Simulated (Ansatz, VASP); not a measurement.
## SiC: VASP beside Ansatz

```
Si C
1.0
     3.05842    0.00000    0.00000
    -1.52921    2.64867    0.00000
     0.00000    0.00000   10.01215
Si C
4 4
Direct
  0.66667 0.33333 0.93784
  0.33333 0.66667 0.43784
  0.00000 0.00000 0.68790
  0.00000 0.00000 0.18790
  0.66667 0.33333 0.74981
  0.33333 0.66667 0.24981
  0.00000 0.00000 0.50045
  0.00000 0.00000 0.00045
```

Alike in both runs: functional LDA; k mesh 12 × 12 × 4; occupations gaussian, width 0.02 eV; no spin polarisation.

Ansatz relaxed the structure, and its values are those at the end. VASP's run is a single point on that final structure, the one shown.

|  | VASP | Ansatz |
| --- | --- | --- |
| version | VASP 6.6.1 | Ansatz 0.2.0 |
| potentials or method | VASP PAW LDA potentials, release 64 (Si, C), cutoff 520 eV | scalar-relativistic, plane waves, PAW |
| valence electrons in the cell | 32 | 32 |

Ansatz gave:

| Item | Value |
| --- | --- |
| gap on the k mesh at the Fermi level (eV) | 2.18 |
| least direct gap on the mesh (eV) | 3.31 |
| pressure (GPa) | 0.0 |

What did VASP give for the same quantities?

gap on the k mesh at the Fermi level (eV): 2.17; least direct gap on the mesh (eV): 3.30; pressure (GPa): 0.4.

LDA's correlation is that of Perdew and Zunger in VASP and of Perdew and Wang (1992) in Ansatz.
